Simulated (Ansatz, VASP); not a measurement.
# Mg3BeTe4 in VASP and in Ansatz

```
Mg Be Te
1.0
     6.22000    0.00000    0.00000
     0.00000    6.22000    0.00000
     0.00000    0.00000    6.22000
Mg Be Te
3 1 4
Cartesian
  3.1100 0.0000 3.1100
  0.0000 3.1100 3.1100
  3.1100 3.1100 0.0000
  0.0000 0.0000 0.0000
  1.4306 4.7894 4.7894
  4.7894 4.7894 1.4306
  4.7894 1.4306 4.7894
  1.4306 1.4306 1.4306
```

Alike in both runs: task relaxation of cell and atoms; functional PBE; k mesh 3 × 3 × 3; occupations gaussian, width 0.2 eV; no spin polarisation.

|  | VASP | Ansatz |
| --- | --- | --- |
| version | VASP 6.6.1 | Ansatz 0.2.0 |
| potentials or method | VASP PAW PBE potentials, release 64 (Mg, Be, Te), cutoff 600 eV | scalar-relativistic, plane waves, PAW |
| valence electrons in the cell | 32 | 96 |

```csv
,VASP,Ansatz,Ansatz less VASP
"gap on the k mesh at the Fermi level, each at its own relaxed structure (eV)",2.32,2.34,+0.021
relaxed volume (Å³/atom),31.38,31.27,-0.116
relaxed cell length with the largest relative difference (Å),6.309,6.301,-0.0078
```

VASP's potentials hold 32 valence electrons a cell and Ansatz's 96, so a difference there can come from the potentials and not from the codes.

Neither program's run includes spin-orbit coupling.
